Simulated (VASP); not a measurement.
# Ir (Fm-3m) in VASP: a series of runs

Ir is run at these levels: PBE; tasks: relaxation of cell and atoms.

Everything below comes from runs of VASP 6.6.1. Logs are shortened: lines on timing, memory, paths and dates and some standing lists are left out, and cuts for length are marked.

### Step 1. The cell of the first run

Symmetry: Fm-3m, No. 225, cubic system. Conventional cell: a = 3.871 Å, b = 3.871 Å, c = 3.871 Å, α = 90.00°, β = 90.00°, γ = 90.00°. Within 3.6 Å of Ir (site symmetry m-3m) lie 12 Ir at 2.74 Å.

### Step 2. Relaxation of cell and atoms, PBE, non-collinear spin, zero start, spin-orbit coupling

Contents of INCAR:

```
SYSTEM = Ir
ALGO = Normal ; EDIFF = 1E-7
EDIFFG = -0.005 ; ENCUT = 500
GGA = PE ; GGA_COMPAT = .FALSE.
IBRION = 2 ; ISIF = 3
ISMEAR = -1 ; LASPH = .TRUE.
LCHARG = .FALSE. ; LMAXMIX = 4
LORBIT = 11 ; LORBMOM = .TRUE.
LREAL = .FALSE. ; LSORBIT = .TRUE.
LWAVE = .FALSE. ; MAGMOM = 0 0 0
NELM = 200 ; NELMIN = 4
NSW = 60 ; PREC = Accurate
SIGMA = 0.05
```

Contents of KPOINTS:

```
k-points
0
G
  18 18 18
  0 0 0
```

Contents of POSCAR:

```
Ir
1.0
    0.0000000000      1.9357497200      1.9357497200
    1.9357497200      0.0000000000      1.9357497200
    1.9357497200      1.9357497200      0.0000000000
Ir
1
Direct
    0.0000000000      0.0000000000      0.0000000000
```

Potentials or basis: VASP PAW PBE potentials, release 64 (Ir).

Started as:

```sh
cat potpaw_PBE.64/Ir/POTCAR > POTCAR
mpirun -np 1 vasp_ncl > vasp.out
```

OUTCAR:

```text
SYSTEM = Ir
   EDIFF = 1E-7
   EDIFFG = -0.005
   ENCUT = 500
   GGA = PE
   IBRION = 2
   ISIF = 3
   ISMEAR = -1
   LASPH = .TRUE.
   LORBIT = 11
   LREAL = .FALSE.
   LSORBIT = .TRUE.
   NELM = 200
   NELMIN = 4
   NSW = 60
   PREC = Accurate

 ion  position               nearest neighbor table
   1  0.000  0.000  0.000-

  LATTYP: Found a face centered cubic cell.
 ALAT       =     3.8714994400

  Lattice vectors:

 A1 = (   0.0000000000,   1.9357497200,   1.9357497200)
 A2 = (   1.9357497200,   0.0000000000,   1.9357497200)
 A3 = (   1.9357497200,   1.9357497200,   0.0000000000)

Analysis of symmetry for initial positions (statically):
=====================================================================
 Subroutine PRICEL returns:
 Original cell was already a primitive cell.

 Routine SETGRP: Setting up the symmetry group for a
 face centered cubic supercell.

 Subroutine GETGRP returns: Found 48 space group operations
 (whereof 48 operations were pure point group operations)
 out of a pool of 48 trial point group operations.

The static configuration has the point symmetry O_h .

Analysis of symmetry for dynamics (positions and initial velocities):
=====================================================================
 Subroutine PRICEL returns:
 Original cell was already a primitive cell.

 Routine SETGRP: Setting up the symmetry group for a
 face centered cubic supercell.

 Subroutine GETGRP returns: Found 48 space group operations
 (whereof 48 operations were pure point group operations)
 out of a pool of 48 trial point group operations.

The dynamic configuration has the point symmetry O_h .

Analysis of structural, dynamic, and magnetic symmetry:
=====================================================================
 Subroutine PRICEL returns:
 Original cell was already a primitive cell.

 Routine SETGRP: Setting up the symmetry group for a
 face centered cubic supercell.

 Subroutine GETGRP returns: Found 48 space group operations
 (whereof 48 operations were pure point group operations)
 out of a pool of 48 trial point group operations.

The overall configuration has the point symmetry O_h .

 Subroutine INISYM returns: Found 48 space group operations
 (whereof 48 operations are pure point group operations),
 and found     1 'primitive' translations

----------------------------------------------------------------------------------------

                                     Primitive cell

  volume of cell :      14.5070

  direct lattice vectors                    reciprocal lattice vectors
     0.000000000  1.935749720  1.935749720    -0.258297855  0.258297855  0.258297855
[... 131 lines left out ...]
  ext. energy  EPLUGINS =         0.00000000
  ---------------------------------------------------
  free energy    TOTEN  =        -9.24189266 eV

  energy without entropy =       -9.23285352  energy(sigma->0) =       -9.23737309

 E-fermi :  10.0532     XC(G=0): -13.8381

 val. band max:       10.0486287906   @ k =   0.5000   0.4444   0.0000
 cond. band min:      10.0570220100   @ k =  -0.2778   0.0556   0.0000
 fundamental gap:      0.0083932195
 Fermi energy:        10.0532035050

 k-point     1 :       0.0000    0.0000    0.0000
  band No.  band energies     occupation
      1      -0.8716      1.00000
      2      -0.8716      1.00000
      3       5.8794      1.00000
      4       5.8794      1.00000
      5       5.8794      1.00000
      6       5.8794      1.00000
[... 528 lines left out ...]
 number of electron       9.0000000 magnetization       0.0000000      0.0000000      0.0000000

 number of electron       9.0000000 magnetization      -0.0000000     -0.0000000     -0.0000000

 Free energy of the ion-electron system (eV)
  ---------------------------------------------------
  ext. energy  EPLUGINS =         0.00000000
  ---------------------------------------------------
  free energy    TOTEN  =        -9.24214297 eV

  energy without entropy =       -9.23304792  energy(sigma->0) =       -9.23759545

 E-fermi :   9.9844     XC(G=0): -13.8142

 val. band max:        9.9806924643   @ k =   0.5000   0.4444   0.0000
 cond. band min:       9.9894288138   @ k =  -0.2778   0.0556   0.0000
 fundamental gap:      0.0087363495
 Fermi energy:         9.9844425972

 k-point     1 :       0.0000    0.0000    0.0000
  band No.  band energies     occupation
      1      -0.8970      1.00000
      2      -0.8970      1.00000
      3       5.8335      1.00000
      4       5.8335      1.00000
      5       5.8335      1.00000
      6       5.8335      1.00000
[... 475 lines left out ...]
  FREE ENERGIE OF THE ION-ELECTRON SYSTEM (eV)
  ---------------------------------------------------
  free  energy   TOTEN  =        -9.2421429697 eV

  energy  without entropy=       -9.2330479226  energy(sigma->0) =       -9.23759545

 reached required accuracy - stopping structural energy minimisation

 orbital moment (x)

 # of ion     p       d       tot
 ----------------------------------------
  1         0.000  -0.000  -0.000
 ----------------------------------------
            0.000  -0.000  -0.000

 orbital moment (y)

 # of ion     p       d       tot
 ----------------------------------------
  1        -0.000   0.000   0.000
 ----------------------------------------
           -0.000   0.000   0.000

 orbital moment (z)

 # of ion     p       d       tot
 ----------------------------------------
  1         0.000   0.000   0.000
 ----------------------------------------
            0.000   0.000   0.000

 Spin-Orbit-Coupling matrix elements

 Ion:    1  E_soc:     -0.7782330
 l=   1
     0.0000000    -0.0374939    -0.0374939
    -0.0374939     0.0000000    -0.0374939
    -0.0374939    -0.0374939     0.0000000
 l=   2
     0.0000000    -0.0159407     0.0000000    -0.0159407    -0.0762709
    -0.0159407     0.0000000    -0.0572032    -0.0159407    -0.0190677
     0.0000000    -0.0572032     0.0000000    -0.0572032     0.0000000
    -0.0159407    -0.0159407    -0.0572032     0.0000000    -0.0190677
    -0.0762709    -0.0190677     0.0000000    -0.0190677     0.0000000
 l=   3
     0.0000000     0.0000000     0.0000000     0.0000000     0.0000000     0.0000000     0.0000000
     0.0000000     0.0000000     0.0000000     0.0000000     0.0000000     0.0000000     0.0000000
     0.0000000     0.0000000     0.0000000     0.0000000     0.0000000     0.0000000     0.0000000
     0.0000000     0.0000000     0.0000000     0.0000000     0.0000000     0.0000000     0.0000000
     0.0000000     0.0000000     0.0000000     0.0000000     0.0000000     0.0000000     0.0000000
     0.0000000     0.0000000     0.0000000     0.0000000     0.0000000     0.0000000     0.0000000
     0.0000000     0.0000000     0.0000000     0.0000000     0.0000000     0.0000000     0.0000000

 total charge

# of ion       s       p       d       tot
------------------------------------------
    1        0.657   0.715   6.933   8.305

 magnetization (x)

# of ion       s       p       d       tot
------------------------------------------
    1        0.000   0.000  -0.000   0.000

 magnetization (y)

# of ion       s       p       d       tot
------------------------------------------
    1        0.000   0.000   0.000   0.000

 magnetization (z)

# of ion       s       p       d       tot
------------------------------------------
    1        0.000   0.000   0.000   0.000
```

It took 3 min on 1 thread of Oxide Virtual Turin-like, shared host; peak memory 0.18 GiB.

Results:

```
Free energy                                           : -9.2421 eV
Relaxed volume                                        : 14.57 Å³/atom
Relaxed cell                                          : a = 2.741 Å, b = 2.741 Å, c = 2.741 Å, α = 60.00°, β = 60.00°, γ = 60.00°
Space group after relaxing (to 0.1 Å)                 : Fm-3m (No. 225)
Energy gained by relaxing                             : 0.3 meV/atom
Ionic steps                                           : 3
Pressure after relaxing                               : 0.0 GPa
Net moment                                            : 0.00 μB per cell
Valence electrons inside the program's atomic spheres : Ir 8.30
```

The path:
```csv
step,energy change (eV),largest force (eV/Å),pressure (GPa),volume (Å³)
1,0.0000,0.0000,1.40,14.51
2,0.0028,0.0000,-4.65,14.77
3,-0.0003,0.0000,0.01,14.57
```

Final structure:
```xyz
1
Lattice="0.0000 1.9384 1.9384 1.9384 0.0000 1.9384 1.9384 1.9384 0.0000" Properties=species:S:1:pos:R:3 pbc="T T T"
Ir    0.0000    0.0000    0.0000
```

Moments on the atoms (μB; x, y, z):
```
Ir  0.00 0.00 0.00
```

### Step 3. Relaxation of cell and atoms, PBE, non-collinear spin, zero start, spin-orbit coupling

Contents of INCAR:

```
SYSTEM = Ir
ALGO = Normal ; EDIFF = 1E-7
EDIFFG = -0.005 ; ENCUT = 500
GGA = PE ; GGA_COMPAT = .FALSE.
IBRION = 2 ; ISIF = 3
ISMEAR = -1 ; LASPH = .TRUE.
LCHARG = .FALSE. ; LMAXMIX = 4
LNONCOLLINEAR = .TRUE. ; LORBIT = 11
LORBMOM = .TRUE. ; LREAL = .FALSE.
LSORBIT = .TRUE. ; LWAVE = .FALSE.
MAGMOM = 0 0 0 ; NELM = 200
NELMIN = 4 ; NSW = 45
PREC = Accurate ; SIGMA = 0.05
```

KPOINTS is that of step 2.

Contents of POSCAR:

```
Ir
1.0
    0.0000000000      1.9367401268      1.9367401268
    1.9367401268      0.0000000000      1.9367401268
    1.9367401268      1.9367401268      0.0000000000
Ir
1
Direct
    0.0000000000      0.0000000000      0.0000000000
```

Potentials or basis: VASP PAW PBE potentials, release 64 (Ir).

Started as:

```sh
cat potpaw_PBE.64/Ir/POTCAR > POTCAR
mpirun -np 1 vasp_ncl > vasp.out
```

Wall time 2.8 min (1 thread of Oxide Virtual Turin-like, shared host); peak memory 0.18 GiB.

Results (log left out):

```
Free energy                                           : -9.2422 eV
Relaxed volume                                        : 14.57 Å³/atom
Relaxed cell                                          : a = 2.741 Å, b = 2.741 Å, c = 2.741 Å, α = 60.00°, β = 60.00°, γ = 60.00°
Space group after relaxing (to 0.1 Å)                 : Fm-3m (No. 225)
Energy gained by relaxing                             : 0.1 meV/atom
Ionic steps                                           : 3
Pressure after relaxing                               : 0.0 GPa
Net moment                                            : 0.00 μB per cell
Valence electrons inside the program's atomic spheres : Ir 8.30
```

Final structure:
```
CELL_PARAMETERS angstrom
0.00000 1.93834 1.93834
1.93834 0.00000 1.93834
1.93834 1.93834 0.00000
ATOMIC_POSITIONS crystal
Ir 0.00000 0.00000 0.00000
```

Moments on the atoms (μB; x, y, z):
```
Ir  0.00 0.00 0.00
```
